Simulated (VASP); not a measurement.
# Al12O in VASP: notebook

Runs on Al12O. Level: LDA. Tasks: single point.

Program: VASP 6.6.1. These are calculated values, not measurements. Logs are shortened: lines on timing, memory, paths and dates and some standing lists are left out, and cuts for length are marked.

### Step 1. The cell of the first run

The cell holds a slab with vacuum, 13 atoms: a = 5.728 Å, b = 5.728 Å, c = 17.677 Å, α = 90.00°, β = 90.00°, γ = 60.00°.

### Step 2. Single point, LDA

File INCAR:

```
SYSTEM = Al12O
PREC     = Accurate       ! precision mode
ENCUT    = 520            ! plane-wave cutoff, eV
EDIFF    = 1E-6           ! SCF threshold, eV
ISMEAR   = 0              ! smearing method
SIGMA    = 0.1            ! smearing width, eV
LREAL    = .False.        ! projectors in reciprocal space
LASPH    = .True.         ! aspherical terms in the spheres
NELM     = 100            ! most SCF steps
ALGO     = Normal         ! electronic algorithm
ISIF     = 2              ! what is computed and relaxed
LWAVE    = .False.        ! write WAVECAR
LCHARG   = .True.         ! write CHGCAR
LELF     = .True.         ! ELF
LVHAR    = .True.       
NBANDS   = 33             ! bands
```

File KPOINTS:

```
regular mesh
0
Gamma
  3 3 1
  0 0 0
```

File POSCAR:

```
Al12O
1.0
    5.7275650000      0.0000000000      0.0000000000
    2.8637820000      4.9602170000      0.0000000000
    0.0000000000      0.0000000000     17.6765370000
Al O
12 1
Direct
    0.1666666208      0.1666667003      0.0565722234
    0.6666667081      0.1666667003      0.0565722234
    0.1666666712      0.6666665995      0.0565722234
    0.6666667585      0.6666665995      0.0565722234
   -0.1670992206      0.3335483105      0.1864590332
    0.3329283966      0.3335543586      0.1879692838
   -0.1671036407      0.8335250252      0.1864572795
    0.3328691167      0.8335772407      0.1864730631
   -0.0003951250      0.0002126923      0.3110076934
    0.4936769022      0.0123788939      0.3202448534
    0.0120734621      0.4939263746      0.3203126834
    0.4935744714      0.4940076210      0.3202533958
    0.6663484116      0.6668147785      0.3590348042
```

Potentials or basis: VASP PAW LDA potentials, release 64 (Al, O).

Launch:

```bash
> cat potpaw_LDA.64/Al/POTCAR potpaw_LDA.64/O/POTCAR > POTCAR
> mpirun -np 1 vasp_std > vasp.out
```

OUTCAR:

```text
SYSTEM = Al12O
   PREC = Accurate
   ENCUT = 520
   EDIFF = 1E-6
   ISMEAR = 0
   LREAL = .False.
   LASPH = .True.
   NELM = 100
   ISIF = 2

 ion  position               nearest neighbor table
   1  0.167  0.167  0.057-   8 2.83   5 2.83   6 2.85   2 2.86   4 2.86   3 2.86   3 2.86   2 2.86
                             4 2.86
   2  0.667  0.167  0.057-   5 2.83   7 2.83   6 2.85   1 2.86   4 2.86   3 2.86   3 2.86   4 2.86
                             1 2.86
   3  0.167  0.667  0.057-   8 2.83   7 2.83   6 2.85   4 2.86   1 2.86   2 2.86   2 2.86   1 2.86
                             4 2.86
   4  0.667  0.667  0.057-   7 2.83   5 2.83   8 2.83   3 2.86   1 2.86   2 2.86   2 2.86   3 2.86
                             1 2.86
   5  0.833  0.334  0.186-   9 2.75   2 2.83   4 2.83   1 2.83   8 2.86   7 2.86   6 2.86   7 2.86
                             8 2.86   6 2.86  12 2.90  11 2.90
   6  0.333  0.334  0.188-  12 2.83  10 2.83  11 2.83   3 2.85   1 2.85   2 2.85   5 2.86   8 2.86
                             7 2.86   7 2.86   8 2.86   5 2.86
   7  0.833  0.834  0.186-   9 2.75   4 2.83   2 2.83   3 2.83   5 2.86   8 2.86   8 2.86   6 2.86
                             6 2.86   5 2.86  10 2.90  11 2.90
   8  0.333  0.834  0.186-   9 2.75   1 2.83   3 2.83   4 2.83   5 2.86   7 2.86   7 2.86   6 2.86
                             6 2.86   5 2.86  10 2.90  12 2.90
   9  1.000  0.000  0.311-   8 2.75   5 2.75   7 2.75  10 2.87  12 2.87  11 2.87  11 2.87  12 2.87
                            10 2.87
  10  0.494  0.012  0.320-  13 1.85  11 2.76  12 2.76   6 2.83   9 2.87   9 2.87   7 2.90   8 2.90
                            12 2.97  11 2.97
  11  0.012  0.494  0.320-  13 1.85  12 2.76  10 2.76   6 2.83   9 2.87   9 2.87   5 2.90   7 2.90
                            10 2.97  12 2.97
  12  0.494  0.494  0.320-  13 1.85  11 2.76  10 2.76   6 2.83   9 2.87   9 2.87   5 2.90   8 2.90
                            10 2.97  11 2.97
  13  0.666  0.667  0.359-  10 1.85  12 1.85  11 1.85

  LATTYP: Found a hexagonal cell.
 ALAT       =     5.7275649303
 C/A-ratio  =     3.0862220185

  Lattice vectors:

 A1 = (  -2.8637820000,  -4.9602170000,   0.0000000000)
 A2 = (   5.7275650000,   0.0000000000,   0.0000000000)
 A3 = (   0.0000000000,   0.0000000000,  17.6765370000)

Analysis of symmetry for initial positions (statically):
=====================================================================
 Subroutine PRICEL returns:
 Original cell was already a primitive cell.

 Routine SETGRP: Setting up the symmetry group for a
 hexagonal supercell.

 Subroutine GETGRP returns: Found  1 space group operations
 (whereof  1 operations were pure point group operations)
 out of a pool of 24 trial point group operations.

The static configuration has the point symmetry C_1 .

Analysis of symmetry for dynamics (positions and initial velocities):
[... 135 lines left out ...]
  Fermi-wavevector in a.u.,A,eV,Ry     =   0.715927  1.352906  6.973683  0.512551
  Thomas-Fermi vector in A             =   1.804215
   LORBIT       =      0    0 simple, 1 ext, 2 COOP (PROOUT), +10 PAW based schemes
   GGA     = CA    functional components
   LHFCALC =     F    Hartree Fock is set to
   AEXX    =    0.0000 exact exchange contribution
   IVDW    =     0    specifies the selected vdW correction
   LEPSILON=     F    determine dielectric tensor
   LRPA    =     F    only Hartree local field effects (RPA)
 non-spin polarized calculation
 Gauss-broadening in eV      SIGMA  =   0.10
  energy-cutoff  :      520.00
  volume of cell :      502.19
 maximum number of plane-waves:     13577
 NGX is ok and might be reduce to    42
   NGX = 21   NGY = 21   NGZ = 65

 number of electron      41.9999998 magnetization

 Free energy of the ion-electron system (eV)
  ---------------------------------------------------
  ext. energy  EPLUGINS =         0.00000000
  ---------------------------------------------------
  free energy    TOTEN  =       -57.16267649 eV

  energy without entropy =      -57.11873536  energy(sigma->0) =      -57.14070593

 E-fermi :   0.7499     XC(G=0):  -5.1825

 val. band max:        0.7273095747   @ k =   0.0000   0.3333   0.0000
 cond. band min:       0.8731019155   @ k =   0.3333   0.3333   0.0000
 fundamental gap:      0.1457923408
 Fermi energy:         0.7499154169

 k-point     1 :       0.0000    0.0000    0.0000
  band No.  band energies     occupation
      1     -19.3133      2.00000
      2      -9.7257      2.00000
      3      -7.8381      2.00000
      4      -6.4636      2.00000
      5      -6.4631      2.00000
      6      -5.1714      2.00000
[... 169 lines left out ...]
     32       3.9054      0.00000
     33       4.2434      0.00000

------------------------ aborting loop because EDIFF is reached ----------------------------------------

  FORCE on cell =-STRESS in cart. coord.  units (eV):
  Direction    XX          YY          ZZ          XY          YZ          ZX
  --------------------------------------------------------------------------------------
  -------------------------------------------------------------------------------------
  Total       -8.5016777     -8.4866729      0.2149652      0.0112363     -0.0051833      0.0085838
  in kB      -27.1235999    -27.0757288      0.6858212      0.0358481     -0.0165367      0.0273857
  external PRESSURE =     -17.8378359 kB  Pullay stress =       0.0000000 kB

 VOLUME and BASIS-vectors are now :
 -----------------------------------------------------------------------------
  energy-cutoff  :      520.00
  volume of cell :      502.19
      direct lattice vectors                 reciprocal lattice vectors
     5.727565000  0.000000000  0.000000000     0.174594265 -0.100802024  0.000000000
     2.863782000  4.960217000  0.000000000     0.000000000  0.201604083  0.000000000
     0.000000000  0.000000000 17.676537000     0.000000000  0.000000000  0.056572167

 POSITION                                       TOTAL-FORCE (eV/Angst)
 -----------------------------------------------------------------------------------
      1.43189      0.82670      1.00000        -0.061961     -0.034889     -0.057128
      4.29567      0.82670      1.00000         0.059837     -0.034522     -0.057686
      2.86378      3.30681      1.00000        -0.000642      0.071152     -0.057173
      5.72757      3.30681      1.00000        -0.001153      0.000531      0.125324
      5.72570      1.65447      3.29595         0.001657     -0.004922      0.002935
      2.86210      1.65450      3.32265        -0.000204     -0.000169     -0.007145
      7.15750      4.13446      3.29592         0.005538      0.001279      0.003218
      4.29371      4.13472      3.29620        -0.002527      0.001347      0.002137
      5.72591      0.00105      5.49754         0.001961     -0.001715     -0.000499
      2.86302      0.06140      5.66082        -0.001805      0.064523      0.001637
      1.48365      2.44998      5.66202         0.053442     -0.030752     -0.001197
      4.24171      2.45038      5.66097        -0.055837     -0.030888      0.001346
      5.72617      3.30755      6.34649         0.001695     -0.000975      0.044230
 -----------------------------------------------------------------------------------
    total drift:                               -0.000003      0.000001     -0.000075

  FREE ENERGIE OF THE ION-ELECTRON SYSTEM (eV)
  ---------------------------------------------------
  free  energy   TOTEN  =       -57.1626764919 eV

  energy  without entropy=      -57.1187353623  energy(sigma->0) =      -57.14070593
```

stdout:

```text
POSCAR found type information on POSCAR AlO
 POSCAR found :  2 types and      13 ions
 scaLAPACK will be used
 LDA part: xc-table for (Slater(with rela. corr.)+CA(PZ))
 , standard interpolation
 POSCAR, INCAR and KPOINTS ok, starting setup
 FFT: planning ... GRIDC
 FFT: planning ... GRID_SOFT
 FFT: planning ... GRID
 WAVECAR not read
 entering main loop
```

Run time: 1.8 min. Hardware: 1 thread of Intel Xeon 6975P-C (Granite Rapids), shared host; peak memory 0.49 GiB.

What came out:

```yaml
Free_energy: -57.1627 eV
Largest_force: 0.125 eV/Å
Band_gap_on_the_k_mesh: zero (bands 21 and 22 overlap by 0.39 eV)
```

Forces in eV/Å, atoms in the order of the input:
```
Al  -0.062 -0.035 -0.057
Al   0.060 -0.035 -0.058
Al  -0.001  0.071 -0.057
Al  -0.001  0.001  0.125
Al   0.002 -0.005  0.003
Al   0.000  0.000 -0.007
Al   0.006  0.001  0.003
Al  -0.003  0.001  0.002
Al   0.002 -0.002  0.000
Al  -0.002  0.065  0.002
Al   0.053 -0.031 -0.001
Al  -0.056 -0.031  0.001
O    0.002 -0.001  0.044
```

Levels at points of the mesh, in eV from the Fermi level:
```tsv
k point	band 17	band 18	band 19	band 20	band 21	band 22	band 23	band 24	band 25	band 26
(0.00, 0.00, 0.00)	-2.66	-2.38	-2.38	-1.45	-0.41	-0.41	-0.34	0.82	0.95	0.95
```

Caveat: the k points lie up to 0.42 Å⁻¹ apart.

### Step 3. Single point, LDA

File INCAR:

```
SYSTEM = Al12O
PREC = Accurate
ENCUT = 520
EDIFF = 1E-6
ISMEAR = 0
SIGMA = 0.1
LREAL = .False.
LASPH = .True.
NELM = 60
ALGO = Normal
ISIF = 2
LWAVE = .False.
LCHARG = .False.
GGA = CA
NBANDS = 33
```

KPOINTS is that of step 2.

File POSCAR:

```
Al12O
1.0
    5.7275650000      0.0000000000      0.0000000000
    2.8637820000      4.9602170000      0.0000000000
    0.0000000000      0.0000000000     17.6765370000
Al O
12 1
Direct
    0.1666666208      0.1666667003      0.0565722234
    0.6666667081      0.1666667003      0.0565722234
    0.1666666712      0.6666665995      0.0565722234
    0.6666667585      0.6666665995      0.0565722234
   -0.1671035903      0.3335249244      0.1864572795
    0.3328690663      0.3335773415      0.1864730631
   -0.1670991702      0.8335482097      0.1864590332
    0.3329284470      0.8335542578      0.1879692838
    0.0120734117     -0.0060735246      0.3203126834
    0.4935745218     -0.0059924798      0.3202533958
   -0.0003949001      0.5002125915      0.3110076934
    0.4936769526      0.5123787931      0.3202448534
    0.6663483612      1.1668148793      0.3590348042
```

Potentials or basis: VASP PAW LDA potentials, release 64 (Al, O).

Launch:

```bash
> cat potpaw_LDA.64/Al/POTCAR potpaw_LDA.64/O/POTCAR > POTCAR
> mpirun -np 1 vasp_std > vasp.out
```

Run time: 2.9 min. Hardware: 1 thread of AMD EPYC 7R43 (Zen 3), shared host; peak memory 0.45 GiB.

Results (log left out):

* Free energy: -57.1627 eV
* Largest force: 0.125 eV/Å
* Band gap on the k mesh: zero (bands 21 and 22 overlap by 0.39 eV)

Forces in eV/Å, atoms in the order of the input:
```
Al  -0.001  0.071 -0.057
Al  -0.001  0.001  0.125
Al  -0.062 -0.035 -0.057
Al   0.060 -0.035 -0.058
Al   0.006  0.001  0.003
Al  -0.003  0.001  0.002
Al   0.002 -0.005  0.003
Al   0.000  0.000 -0.007
Al   0.053 -0.031 -0.001
Al  -0.056 -0.031  0.001
Al   0.002 -0.002  0.000
Al  -0.002  0.065  0.002
O    0.002 -0.001  0.044
```

Levels at points of the mesh, in eV from the Fermi level:
| k point | band 18 | band 19 | band 20 | band 21 | band 22 | band 23 | band 24 | band 25 |
| --- | --- | --- | --- | --- | --- | --- | --- | --- |
| (0.00, 0.00, 0.00) | -2.38 | -2.38 | -1.45 | -0.41 | -0.41 | -0.34 | 0.82 | 0.95 |

Caveat: the k points lie up to 0.42 Å⁻¹ apart.
